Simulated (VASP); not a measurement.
# Mg8HO8 (a cell with a defect) in VASP: a series of runs, part 2 of 2

VASP 6.6.1. Earlier steps stand in the parts before.

## Step 3: Single point, PBE

The input, INCAR:

```
PREC     = Accurate       # precision mode
ENCUT    = 520            # plane-wave cutoff, eV
EDIFF    = 1E-6           # SCF threshold, eV
ISMEAR   = 0              # smearing method
SIGMA    = 0.02           # smearing width, eV
LREAL    = Auto         
LASPH    = T              # aspherical terms in the spheres
NELM     = 60             # most SCF steps
ALGO     = Normal         # electronic algorithm
ISIF     = 2              # what is computed and relaxed
LWAVE    = F              # write WAVECAR
LCHARG   = F              # write CHGCAR
GGA      = PE             # functional
NELECT   = 64.0         
NBANDS   = 46             # bands
```

The input, KPOINTS:

```
regular mesh
0
Gamma
  2 2 2
```

The input, POSCAR:

```
Mg8HO8
1.0
    0.0000000000      4.1948000000      4.1948000000
    4.1948000000      0.0000000000      4.1948000000
    4.1948000000      4.1948000000      0.0000000000
Mg O H
8 8 1
Direct
    0.0054487699     -0.0060528511     -0.0062752694
    0.0006011014      0.0025392152      0.4896425336
    0.0005811958      0.4898402784      0.0023548203
    0.0005822685      0.4923701964      0.4921582674
    0.4939210451      0.0008679794      0.0006486602
    0.4878337465      0.0237215123      0.4633996853
    0.4878078812      0.4636265138      0.0235168542
    0.5014289120      0.4970554019      0.4968305998
    0.2391972204      0.2459243587      0.2457124297
    0.2522431344      0.2468621865      0.7422817536
    0.2522618480      0.7424940402      0.2466298751
    0.2678112187      0.7460330647      0.7458101697
    0.7485509440      0.2454015686      0.2451724754
    0.7501597216      0.2433846667      0.7486535711
    0.7501580528      0.7488738438      0.2431581959
    0.7553052589      0.7451712835      0.7450187136
    0.5740082960      0.7632595118      0.7630723753
```

Potentials or basis: VASP PAW PBE potentials, release 64 (Mg, O, H).

Launch:

```sh
$ cat potpaw_PBE.64/Mg/POTCAR potpaw_PBE.64/O/POTCAR potpaw_PBE.64/H/POTCAR > POTCAR
$ mpirun -np 1 vasp_std > vasp.out
```

Run time: 92 s. Hardware: 1 thread of Intel Xeon Platinum 8488C (Sapphire Rapids), shared host; peak memory 0.33 GiB.

Results (log left out):

- Free energy: -102.0419 eV
- Largest force: 0.193 eV/Å

Forces on the atoms (eV/Å):
```
Mg   0.002  0.000  0.000
Mg  -0.003 -0.003  0.012
Mg  -0.004  0.012 -0.001
Mg  -0.019 -0.003 -0.003
Mg   0.024  0.009  0.009
Mg  -0.021 -0.027  0.010
Mg  -0.022  0.011 -0.027
Mg  -0.017  0.000 -0.001
O   -0.005 -0.008 -0.009
O   -0.013  0.005  0.000
O   -0.011  0.000  0.005
O   -0.006  0.001  0.001
O   -0.009  0.003  0.001
O   -0.007 -0.003  0.000
O   -0.007  0.000 -0.002
O   -0.036  0.086  0.088
H    0.154 -0.083 -0.083
```

Levels at points of the mesh, in eV from the Fermi level:
| k point | band 29 | band 30 | band 31 | band 32 | band 33 | band 34 | band 35 | band 36 |
| --- | --- | --- | --- | --- | --- | --- | --- | --- |
| (0.00, 0.00, 0.00) | -0.50 | -0.20 | -0.16 | -0.14 | 4.23 | 6.57 | 7.75 | 7.80 |
| (0.50, 0.00, 0.00) | -0.54 | -0.46 | -0.45 | -0.38 | 6.54 | 7.03 | 8.37 | 9.42 |
| (0.00, 0.50, 0.00) | -0.51 | -0.47 | -0.43 | -0.40 | 5.77 | 7.09 | 8.50 | 9.32 |
| (0.00, 0.00, 0.50) | -0.51 | -0.47 | -0.43 | -0.41 | 5.77 | 7.09 | 8.50 | 9.32 |
| (0.50, 0.50, 0.50) | -0.53 | -0.46 | -0.44 | -0.39 | 6.40 | 7.03 | 8.44 | 9.32 |
| (0.50, 0.50, 0.00) | -0.74 | -0.71 | -0.69 | -0.58 | 7.06 | 7.89 | 8.73 | 9.26 |
| (0.00, 0.50, 0.50) | -0.63 | -0.61 | -0.58 | -0.50 | 6.50 | 8.04 | 8.78 | 9.09 |
| (0.50, 0.00, 0.50) | -0.74 | -0.71 | -0.69 | -0.58 | 7.06 | 7.89 | 8.73 | 9.26 |

Caveat: the k points lie up to 0.65 Å⁻¹ apart; the cell carries a net charge on a neutralising background, which shifts energy and pressure; the cell is charged against a uniform background, so pressure and absolute levels hang on convention.

## Step 4: Single point, PBE

The input, INCAR:

```
  ALGO = Normal
  EDIFF = 1E-6
  ENCUT = 520
  GGA = PE
  ISIF = 2
  ISMEAR = 0
  LASPH = T
  LCHARG = T
  LELF = T
  LREAL = Auto
  LVHAR = T
  LWAVE = F
  NBANDS = 46
  NELECT = 64.0
  NELM = 60
  PREC = Accurate
  SIGMA = 0.02
```

The input, KPOINTS:

```
k-points
0
Gamma
  2 2 2
```

The input, POSCAR:

```
Mg8HO8
1.0
    0.0000000000      4.1948000000      4.1948000000
    4.1948000000      0.0000000000      4.1948000000
    4.1948000000      4.1948000000      0.0000000000
Mg O H
8 8 1
Direct
    0.0038740822     -0.0037002956     -0.0103108611
   -0.0016780299      0.0048934395      0.4893718413
   -0.0028342233      0.4950946410     -0.0012772957
   -0.0016199819      0.4934980214      0.4893211834
    0.4891611042      0.0228938209      0.0086411748
    0.4910938543      0.0057226805      0.4835857490
    0.4891683751      0.4658313865      0.0082207733
    0.4989324878      0.4992817298      0.4884690569
    0.2379777343      0.2489858873      0.2502841613
    0.2497591065      0.2493485983      0.7414767093
    0.2623575617      0.7487771765      0.2262571517
    0.2496757891      0.7454984743      0.7414253361
    0.7480176647      0.2449073853      0.2419944932
    0.7473990417      0.2476057261      0.7433266187
    0.7480257700      0.7511219844      0.2419847192
    0.7451888052      0.7479326786      0.7445885382
    0.5507453275      0.7854132497      0.8651252741
```

Launch:

```sh
$ cat potpaw_PBE.64/Mg/POTCAR potpaw_PBE.64/O/POTCAR potpaw_PBE.64/H/POTCAR > POTCAR
$ mpirun -np 1 vasp_std > vasp.out
```

Wall time 1.8 min (1 thread of Intel Xeon Platinum 8488C (Sapphire Rapids), shared host); peak memory 0.33 GiB.

It converged, with:

```yaml
Free_energy: -102.0687 eV
Largest_force: 0.227 eV/Å
```

Forces on the atoms (eV/Å):
```
Mg   0.010 -0.003 -0.014
Mg   0.012  0.003  0.002
Mg   0.003  0.030 -0.004
Mg  -0.004  0.001 -0.014
Mg   0.026  0.025 -0.023
Mg  -0.010 -0.034  0.009
Mg   0.025  0.035 -0.034
Mg   0.011  0.026 -0.011
O    0.015  0.009 -0.013
O   -0.009  0.031 -0.011
O    0.028  0.007 -0.027
O    0.011  0.031  0.011
O    0.010  0.004  0.005
O    0.013  0.017 -0.008
O   -0.002  0.004 -0.011
O   -0.133  0.042  0.148
H   -0.006 -0.227 -0.004
```

Levels at points of the mesh, in eV from the Fermi level:
| k point | band 30 | band 31 | band 32 | band 33 | band 34 | band 35 |
| --- | --- | --- | --- | --- | --- | --- |
| (0.00, 0.00, 0.00) | -0.21 | -0.17 | -0.15 | 4.21 | 6.50 | 7.75 |
| (0.50, 0.00, 0.00) | -0.48 | -0.44 | -0.39 | 6.56 | 7.02 | 8.31 |
| (0.00, 0.50, 0.00) | -0.48 | -0.43 | -0.42 | 5.79 | 7.09 | 8.44 |
| (0.00, 0.00, 0.50) | -0.46 | -0.45 | -0.40 | 6.25 | 7.04 | 8.41 |
| (0.50, 0.50, 0.50) | -0.48 | -0.43 | -0.42 | 5.79 | 7.10 | 8.44 |
| (0.50, 0.50, 0.00) | -0.71 | -0.68 | -0.58 | 7.02 | 7.88 | 8.70 |
| (0.00, 0.50, 0.50) | -0.72 | -0.68 | -0.58 | 7.03 | 7.88 | 8.70 |
| (0.50, 0.00, 0.50) | -0.63 | -0.60 | -0.52 | 6.60 | 8.01 | 8.76 |

Caveat: the k points lie up to 0.65 Å⁻¹ apart; the cell carries a net charge on a neutralising background, which shifts energy and pressure; the cell is charged against a uniform background, so pressure and absolute levels hang on convention.

## Step 5: Single point, PBE

The input, INCAR:

```
PREC     = Accurate       # precision mode
ENCUT    = 520            # plane-wave cutoff, eV
EDIFF    = 1E-7           # SCF threshold, eV
ISMEAR   = 0              # smearing method
SIGMA    = 0.02           # smearing width, eV
LREAL    = Auto         
LASPH    = True           # aspherical terms in the spheres
NELM     = 80             # most SCF steps
ALGO     = Normal         # electronic algorithm
ISIF     = 2              # what is computed and relaxed
LWAVE    = False          # write WAVECAR
LCHARG   = True           # write CHGCAR
GGA      = PE             # functional
LELF     = True           # ELF
LVHAR    = True         
NELECT   = 64.0         
NBANDS   = 46             # bands
```

The input, KPOINTS:

```
Automatic mesh
0
Gamma
  2 2 2
```

The input, POSCAR:

```
Mg8HO8
1.0
    0.0000000000      4.1948000000      4.1948000000
    4.1948000000      0.0000000000      4.1948000000
    4.1948000000      4.1948000000      0.0000000000
Mg O H
8 8 1
Direct
   -0.0027037046      0.0090620530     -0.0181747640
   -0.0027456613      0.0110189997      0.4894394250
   -0.0060548775      0.5064172309     -0.0096426528
   -0.0027666396      0.4994828121      0.4894539668
    0.5126332602      0.0346128540     -0.0203275484
    0.4966087775      0.0027909555      0.4950241966
    0.5124531563      0.4704354200     -0.0203701011
    0.5056416277      0.5019890102      0.4875170449
    0.2492501430      0.2544599266      0.2389624058
    0.2479115810      0.2595192858      0.7381301850
    0.2583002765      0.7554212358      0.2278976352
    0.2478951321      0.7516249881      0.7381154048
    0.7500280109      0.2496144035      0.2396718556
    0.7583950367      0.2549195432      0.7289972108
    0.7500261037      0.7578524602      0.2396742395
    0.7271542147      0.7553512682      0.7593495518
    0.4092346477      0.7711346191      1.0458144608
```

Launch:

```sh
$ cat potpaw_PBE.64/Mg/POTCAR potpaw_PBE.64/O/POTCAR potpaw_PBE.64/H/POTCAR > POTCAR
$ mpirun -np 1 vasp_std > vasp.out
```

It took 1.8 min on 1 thread of Intel Xeon Platinum 8488C (Sapphire Rapids), shared host; peak memory 0.33 GiB.

It converged, with:

```yaml
Free_energy: -102.0227 eV
Largest_force: 0.198 eV/Å
```

Forces on the atoms (eV/Å):
```
Mg   0.001 -0.042 -0.004
Mg   0.002  0.001  0.010
Mg  -0.009  0.008  0.010
Mg  -0.013  0.001 -0.003
Mg  -0.037  0.009  0.056
Mg  -0.012  0.000  0.011
Mg  -0.059  0.014  0.037
Mg  -0.003  0.039  0.005
O   -0.014  0.004  0.016
O   -0.011  0.025 -0.007
O    0.143  0.016 -0.137
O    0.005  0.026  0.013
O    0.003 -0.016  0.015
O   -0.021  0.004  0.021
O   -0.013 -0.015 -0.002
O   -0.038  0.003  0.039
H    0.076 -0.078 -0.080
```

Levels at points of the mesh, in eV from the Fermi level:
```tsv
k point	band 29	band 30	band 31	band 32	band 33	band 34	band 35	band 36
(0.00, 0.00, 0.00)	-0.46	-0.17	-0.14	-0.11	4.32	6.70	7.81	7.84
(0.50, 0.00, 0.00)	-0.52	-0.44	-0.40	-0.35	6.62	7.03	8.65	9.26
(0.00, 0.50, 0.00)	-0.49	-0.44	-0.41	-0.37	5.91	7.13	8.61	9.38
(0.00, 0.00, 0.50)	-0.54	-0.43	-0.42	-0.34	6.74	7.02	8.64	9.30
(0.50, 0.50, 0.50)	-0.49	-0.44	-0.41	-0.37	5.91	7.13	8.61	9.38
(0.50, 0.50, 0.00)	-0.73	-0.70	-0.68	-0.57	7.40	7.85	8.84	9.18
(0.00, 0.50, 0.50)	-0.73	-0.70	-0.68	-0.57	7.40	7.85	8.84	9.18
(0.50, 0.00, 0.50)	-0.59	-0.58	-0.53	-0.46	6.66	8.09	8.79	9.13
```

Caveat: the k points lie up to 0.65 Å⁻¹ apart; the cell carries a net charge on a neutralising background, which shifts energy and pressure; the cell is charged against a uniform background, so pressure and absolute levels hang on convention.
